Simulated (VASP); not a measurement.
Write the native input for VASP 6.6.1 that does the following.

```
Task                   : single point
Functional             : PBE
Potentials or basis    : VASP PAW PBE potentials, release 64 (Li_sv, F)
Cutoff                 : 520 eV
k mesh                 : 10 × 10 × 10
Occupations            : fermi-dirac, width 0.02 eV
Spin                   : no spin polarisation
Dipole correction      : no
Further INCAR settings : ALGO = Normal; EDIFF = 1e-06; NBANDS = 12
```

The structure of LiF lies in POSCAR:

```
LiF
1.0
   -0.0248694010      1.9700023396      1.9700023396
    1.9700023396     -0.0248694010      1.9700023396
    1.9700023396      1.9700023396     -0.0248694010
Li F
1 1
Direct
    0.0000000000      0.0000000000      0.0000000000
    0.5000000000      0.5000000000      0.5000000000
```

This cell differs from its parent crystal: strain along [111] -1.9%.

These files were run (other wordings do the same):

INCAR

```
SYSTEM = LiF
PREC = Accurate
ENCUT = 520
EDIFF = 1E-6
ISMEAR = -1
SIGMA = 0.02
LREAL = .FALSE.
LASPH = .TRUE.
NELM = 80
ALGO = Normal
ISIF = 2
LWAVE = .FALSE.
LCHARG = .FALSE.
GGA = PE
NBANDS = 12
```

KPOINTS

```
regular mesh
0
G
  10 10 10
  0 0 0
```

Potentials or basis: VASP PAW PBE potentials, release 64 (Li_sv, F).

The run is started by

```sh
$ cat potpaw_PBE.64/Li_sv/POTCAR potpaw_PBE.64/F/POTCAR > POTCAR
$ mpirun -np 1 vasp_std > vasp.out
```

Results of the run:

* Band gap on the k mesh: 9.45 eV, direct

Caveat: the cell differs from its parent crystal (strain along [111] -1.9%).

It took 7.1 s on 1 thread of Intel(R) Xeon(R) 6975P-C (Granite Rapids), on a shared host, peak memory 0.14 GiB.
